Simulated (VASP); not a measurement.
# Ta (Im-3m) in VASP: notebook, part 2 of 2

VASP 6.6.1. The steps go on from the part before.

## 3. Relaxation of cell and atoms, PBE, target pressure 480 GPa, at which the enthalpy is minimised

File INCAR:

```
SYSTEM = Ta
  ALGO = Normal
  EDIFF = 1E-6
  EDIFFG = -0.005
  ENCUT = 600
  GGA = PE
  IBRION = 2
  ISIF = 3
  ISMEAR = -1
  LASPH = .TRUE.
  LCHARG = .FALSE.
  LREAL = .FALSE.
  LWAVE = .FALSE.
  NELM = 80
  NSW = 32
  PREC = Accurate
  PSTRESS = 4800.0
  SIGMA = 0.08
```

File KPOINTS:

```
k-points
0
G
  20 20 20
  0 0 0
```

File POSCAR:

```
Ta
1.0
   -1.3227466746      1.3227466746      1.3227466746
    1.3227466746     -1.3227466746      1.3227466746
    1.3227466746      1.3227466746     -1.3227466746
Ta
1
Direct
    0.0000000000      0.0000000000      0.0000000000
```

Potentials or basis: VASP PAW PBE potentials, release 64 (Ta_pv).

Run with:

```console
> cat potpaw_PBE.64/Ta_pv/POTCAR > POTCAR
> mpirun -np 1 vasp_std > vasp.out
```

OUTCAR:

```text
SYSTEM = Ta
   EDIFF = 1E-6
   EDIFFG = -0.005
   ENCUT = 600
   GGA = PE
   IBRION = 2
   ISIF = 3
   ISMEAR = -1
   LASPH = .TRUE.
   LREAL = .FALSE.
   NELM = 80
   NSW = 32
   PREC = Accurate
   PSTRESS = 4800.0

 ion  position               nearest neighbor table
   1  0.000  0.000  0.000-

  LATTYP: Found a body centered cubic cell.
 ALAT       =     2.6454933492

  Lattice vectors:

 A1 = (  -1.3227466746,   1.3227466746,   1.3227466746)
 A2 = (   1.3227466746,  -1.3227466746,   1.3227466746)
 A3 = (   1.3227466746,   1.3227466746,  -1.3227466746)

Analysis of symmetry for initial positions (statically):
=====================================================================
 Subroutine PRICEL returns:
 Original cell was already a primitive cell.

 Routine SETGRP: Setting up the symmetry group for a
 body centered cubic supercell.

 Subroutine GETGRP returns: Found 48 space group operations
 (whereof 48 operations were pure point group operations)
 out of a pool of 48 trial point group operations.

The static configuration has the point symmetry O_h .

Analysis of symmetry for dynamics (positions and initial velocities):
=====================================================================
 Subroutine PRICEL returns:
 Original cell was already a primitive cell.

 Routine SETGRP: Setting up the symmetry group for a
 body centered cubic supercell.

 Subroutine GETGRP returns: Found 48 space group operations
 (whereof 48 operations were pure point group operations)
 out of a pool of 48 trial point group operations.

The dynamic configuration has the point symmetry O_h .

 Subroutine INISYM returns: Found 48 space group operations
 (whereof 48 operations are pure point group operations),
 and found     1 'primitive' translations

----------------------------------------------------------------------------------------

                                     Primitive cell

  volume of cell :       9.2574

  direct lattice vectors                    reciprocal lattice vectors
    -1.322746675  1.322746675  1.322746675     0.000000000  0.378001328  0.378001328
     1.322746675 -1.322746675  1.322746675     0.378001328  0.000000000  0.378001328
     1.322746675  1.322746675 -1.322746675     0.378001328  0.378001328  0.000000000

  length of vectors
     2.291064446  2.291064446  2.291064446     0.534574605  0.534574605  0.534574605

  position of ions in fractional coordinates (direct lattice)
     0.000000000  0.000000000  0.000000000

  ion indices of the primitive-cell ions
   primitive index   ion index
                 1           1

----------------------------------------------------------------------------------------

 KPOINTS: k-points

Automatic generation of k-mesh.
 Grid dimensions read from file:
 generate k-points for:   20   20   20

 Generating k-lattice:

  Cartesian coordinates                     Fractional coordinates (reciprocal lattice)
[... 41 lines left out ...]
 [... further k-points ...]
   k-points           NKPTS =    256   k-points in BZ     NKDIM =    256   number of bands    NBANDS=      9
   number of dos      NEDOS =    301   number of ions     NIONS =      1
   total plane-waves  NPLWV =   5832
   dimension x,y,z NGX =    18 NGY =   18 NGZ =   18
   dimension x,y,z NGXF=    36 NGYF=   36 NGZF=   36
   ions per type =               1
   NGX,Y,Z   is equivalent  to a cutoff of  13.06, 13.06, 13.06 a.u.
   NGXF,Y,Z  is equivalent  to a cutoff of  26.12, 26.12, 26.12 a.u.
 SYSTEM =  Ta
   PREC   = accura    normal or accurate (medium, high low for compatibility)
   ISTART =      0    job   : 0-new  1-cont  2-samecut
   ICHARG =      2    charge: 1-file 2-atom 10-const
   ISPIN  =      1    spin polarized calculation?
   LNONCOLLINEAR =      F non collinear calculations
   LSORBIT =      F    spin-orbit coupling
   LASPH  =      T    aspherical Exc in radial PAW
   ENCUT  =  600.0 eV  44.10 Ry    6.64 a.u.   4.58  4.58  4.58*2*pi/ulx,y,z
   NELM   =     80;   NELMIN=  2; NELMDL= -5     # of ELM steps
   EDIFF  = 0.1E-05   stopping-criterion for ELM
   LREAL  =      F    real-space projection
   EDIFFG = -.5E-02   stopping-criterion for IOM
   NSW    =     32    number of steps for IOM
   IBRION =      2    ionic relax: 0-MD 1-quasi-New 2-CG
   NFREE  =      1    steps in history (QN), initial steepest desc. (CG)
   ISIF   =      3    stress and relaxation
   ISYM   =      2    0-nonsym 1-usesym 2-fastsym
   POTIM  = 0.5000    time-step for ionic-motion
   TEBEG  =    0.0;   TEEND  =   0.0 temperature during run
   PSTRESS= 4800.0 pullay stress
   NELECT =      11.0000    total number of electrons
   NUPDOWN=      -1.0000    fix difference up-down
   EMIN   =  10.00;   EMAX   =-10.00  energy-range for DOS
   EFERMI =   0.00;   METHOD = LEGACY
   ISMEAR =    -1;   SIGMA  =   0.08  broadening in eV -4-tet -1-fermi 0-gaus
   EFERMI_NEDOS =   21; number of points for ismear=-14 and -15
   IALGO  =     38    algorithm
   IMIX   =      4    mixing-type and parameters
     AMIX     =   0.40;   BMIX     =  1.00
     AMIX_MAG =   1.60;   BMIX_MAG =  1.00
  volume/ion in A,a.u.               =       9.26        62.47
  Fermi-wavevector in a.u.,A,eV,Ry     =   1.733973  3.276734 40.908135  3.006663
  Thomas-Fermi vector in A             =   2.807858
   LORBIT       =      0    0 simple, 1 ext, 2 COOP (PROOUT), +10 PAW based schemes
   GGA     = PE    functional components
   LHFCALC =     F    Hartree Fock is set to
   AEXX    =    0.0000 exact exchange contribution
   IVDW    =     0    specifies the selected vdW correction
   LEPSILON=     F    determine dielectric tensor
   LRPA    =     F    only Hartree local field effects (RPA)
 conjugate gradient relaxation of ions
 non-spin polarized calculation
  energy-cutoff  :      600.00
  volume of cell :        9.26
 maximum number of plane-waves:       321
   NGX =  9   NGY =  9   NGZ =  9

--------------------------------------- Ionic step        1  -------------------------------------------

 number of electron      10.9999998 magnetization

 Free energy of the ion-electron system (eV)
  ---------------------------------------------------
  ext. energy  EPLUGINS =         0.00000000
  ---------------------------------------------------
  free energy    TOTEN  =        -3.98966664 eV

  energy without entropy =       -3.98161882  energy(sigma->0) =       -3.98564273

------------------------ aborting loop because EDIFF is reached ----------------------------------------

  FORCE on cell =-STRESS in cart. coord.  units (eV):
  Direction    XX          YY          ZZ          XY          YZ          ZX
  --------------------------------------------------------------------------------------
  -------------------------------------------------------------------------------------
  Total       28.4726244     28.4726244     28.4726244      0.0000000      0.0000000     -0.0000000
  in kB     4927.7430604   4927.7430604   4927.7430604      0.0000000      0.0000000     -0.0000000
  external PRESSURE =     127.7430604 kB  Pullay stress =    4800.0000000 kB
[... 98 lines left out ...]
--------------------------------------- Ionic step        4  -------------------------------------------

 number of electron      10.9999999 magnetization

 Free energy of the ion-electron system (eV)
  ---------------------------------------------------
  ext. energy  EPLUGINS =         0.00000000
  ---------------------------------------------------
  free energy    TOTEN  =        -4.19639261 eV

  energy without entropy =       -4.18811928  energy(sigma->0) =       -4.19225594

 E-fermi :  13.1443     XC(G=0): -16.3969

 val. band max:       13.1250732306   @ k =  -0.3000   0.5000   0.0500
 cond. band min:      13.1579662516   @ k =   0.2500   0.1500   0.0000
 fundamental gap:      0.0328930210
 Fermi energy:        13.1442505155

 k-point     1 :       0.0000    0.0000    0.0000
  band No.  band energies     occupation
      1     -17.9944      2.00000
      2     -17.9944      2.00000
      3     -17.9944      2.00000
      4       3.4932      2.00000
      5      12.1856      1.99999
      6      12.1856      1.99999
      7      12.1856      1.99999
      8      18.3021      0.00000
      9      18.3021      0.00000
[... 265 lines left out ...]
 k-point    24 :       0.2500    0.1000   -0.0000
  band No.  band energies     occupation
      1     -23.3076      2.00000
      2     -19.7323      2.00000
      3     -18.4253      2.00000
      4       6.1960      2.00000
      5       8.7992      2.00000
      6      13.2255      0.53165
      7      17.3719      0.00000
      8      20.3733      0.00000
      9      22.2219      0.00000

 [... further k-points ...]

------------------------ aborting loop because EDIFF is reached ----------------------------------------

  FORCE on cell =-STRESS in cart. coord.  units (eV):
  Direction    XX          YY          ZZ          XY          YZ          ZX
  --------------------------------------------------------------------------------------
  -------------------------------------------------------------------------------------
  Total       27.9363118     27.9363118     27.9363118      0.0000000      0.0000000     -0.0000000
  in kB     4799.6129931   4799.6129931   4799.6129931      0.0000000      0.0000000     -0.0000000
  external PRESSURE =      -0.3870069 kB  Pullay stress =    4800.0000000 kB
[... 20 lines left out ...]
  energy  without entropy=       -4.1881192795  energy(sigma->0) =       -4.19225594

  enthalpy is  TOTEN    =        23.7421718128 eV   P V=       27.9385644180

 reached required accuracy - stopping structural energy minimisation
```

Run time: 23 s. Hardware: 1 thread of Intel Xeon 6975P-C (Granite Rapids), shared host; peak memory 0.15 GiB.

Results:

```
Free energy                                            : -4.1964 eV
Relaxed volume                                         : 9.33 Å³/atom
Relaxed cell                                           : a = 2.297 Å, b = 2.297 Å, c = 2.297 Å, α = 109.47°, β = 109.47°, γ = 109.47°
Space group after relaxing (to 0.05 Å)                 : Im-3m (No. 229)
Energy change on relaxing (the enthalpy is what falls) : -206.7 meV/atom
Ionic steps                                            : 4
Pressure after relaxing                                : 480.0 GPa
```

Step by step:
| step | energy change (eV) | largest force (eV/Å) | pressure (GPa) | volume (Å³) |
| --- | --- | --- | --- | --- |
| 1 | 0.0000 | 0.0000 | 492.77 | 9.26 |
| 2 | -2.6081 | 0.0000 | 334.03 | 10.28 |
| 3 | -0.2192 | 0.0000 | 479.23 | 9.33 |
| 4 | -0.2067 | 0.0000 | 479.96 | 9.33 |

Final structure:
```
CELL_PARAMETERS angstrom
-1.32598 1.32598 1.32598
1.32598 -1.32598 1.32598
1.32598 1.32598 -1.32598
ATOMIC_POSITIONS crystal
Ta 0.00000 0.00000 0.00000
```

Caveat: the cell is relaxed towards a set pressure, so the enthalpy falls and the energy may rise; spin-orbit coupling is left out, which moves the levels of the heavy elements.

## 4. Single point, PBE

File INCAR:

```
PREC = Accurate ; ENCUT = 520
EDIFF = 1E-6 ; ISMEAR = -1
SIGMA = 0.08 ; LREAL = F
LASPH = T ; NELM = 80
ALGO = Normal ; ISIF = 2
LWAVE = F ; LCHARG = T
GGA = PE ; LELF = T
LVHAR = T ; NBANDS = 12
```

File KPOINTS:

```
Automatic mesh
0
Gamma
  20 20 20
```

POSCAR is that of step 3.

Run with:

```console
> cat potpaw_PBE.64/Ta_pv/POTCAR > POTCAR
> mpirun -np 1 vasp_std > vasp.out
```

It took 36 s on 1 thread of Intel Xeon 8259CL, shared host; peak memory 0.14 GiB.

It converged, with:

```yaml
Free_energy: -3.9894 eV
Pressure: 492.7 GPa
```

Levels at points of the mesh, in eV from the Fermi level:
```
           k point  band 2  band 3  band 4  band 5  band 6  band 7  band 8  band 9
(0.00, 0.00, 0.00)  -31.13  -31.13   -9.65   -1.00   -1.00   -1.00    5.15    5.15
(0.50, 0.00, 0.00)  -33.40  -31.36   -9.55   -6.05    6.33    7.77    8.18   14.70
(0.50, 0.50, 0.50)  -36.05  -36.05  -11.09  -11.09   12.95   12.95   12.95   15.27
```

Caveat: spin-orbit coupling is left out, which moves the levels of the heavy elements.

## 5. Single point, PBE

This run uses another cell than the first one, of 9.21 Å³/atom, 0.995 times its volume.

File INCAR:

```
SYSTEM = Ta
PREC = Accurate
ENCUT = 520
EDIFF = 1E-6
ISMEAR = -1
SIGMA = 0.08
LREAL = .FALSE.
LASPH = .TRUE.
NELM = 80
ALGO = Normal
ISIF = 2
LWAVE = .FALSE.
LCHARG = .TRUE.
GGA = PE
LELF = .TRUE.
LVHAR = .TRUE.
NBANDS = 12
```

File KPOINTS:

```
regular mesh
0
G
  20 20 20
  0 0 0
```

File POSCAR:

```
Ta
1.0
   -1.3205577340      1.3205577340      1.3205577340
    1.3205577340     -1.3205577340      1.3205577340
    1.3205577340      1.3205577340     -1.3205577340
Ta
1
Direct
    0.0000000000      0.0000000000      0.0000000000
```

Run with:

```console
> cat potpaw_PBE.64/Ta_pv/POTCAR > POTCAR
> mpirun -np 1 vasp_std > vasp.out
```

Run time: 34 s. Hardware: 1 thread of Intel Xeon 8259CL, shared host; peak memory 0.14 GiB.

The run converged. Its results:

| Item | Value |
| --- | --- |
| Free energy | -3.8471 eV |
| Pressure | 501.6 GPa |

Levels at points of the mesh, in eV from the Fermi level:
| k point | band 2 | band 3 | band 4 | band 5 | band 6 | band 7 | band 8 | band 9 |
| --- | --- | --- | --- | --- | --- | --- | --- | --- |
| (0.00, 0.00, 0.00) | -31.12 | -31.12 | -9.65 | -1.04 | -1.04 | -1.04 | 5.14 | 5.14 |
| (0.50, 0.00, 0.00) | -33.42 | -31.36 | -9.61 | -6.11 | 6.34 | 7.85 | 8.19 | 14.72 |
| (0.50, 0.50, 0.50) | -36.10 | -36.10 | -11.17 | -11.17 | 13.00 | 13.00 | 13.00 | 15.25 |

Caveat: spin-orbit coupling is left out, which moves the levels of the heavy elements.

## 6. Summary

| task | cell | cutoff (eV) | gap on the mesh (eV) | pressure (GPa) |
| --- | --- | --- | --- | --- |
| relaxation of cell and atoms | relaxed to 480 GPa from a = 2.291 Å, angles 109.5°, 1 atom | 600 | none | 480.0 |
| single point | a = 2.291 Å, angles 109.5°, 1 atom | 520 | none | 492.7 |
| single point | a = 2.287 Å, angles 109.5°, 1 atom | 520 | none | 501.6 |

Alike in all rows: level PBE; potentials or basis VASP PAW PBE potentials, release 64 (Ta_pv); no spin polarisation; k mesh 20 × 20 × 20; smearing fermi-dirac 0.08 eV.

Caveats: spin-orbit coupling is left out, which moves the levels of the heavy elements; the cell is relaxed towards a set pressure, so the enthalpy falls and the energy may rise (some runs).

Total energies depend on the potentials used, so only differences within one code and one set of settings carry meaning.
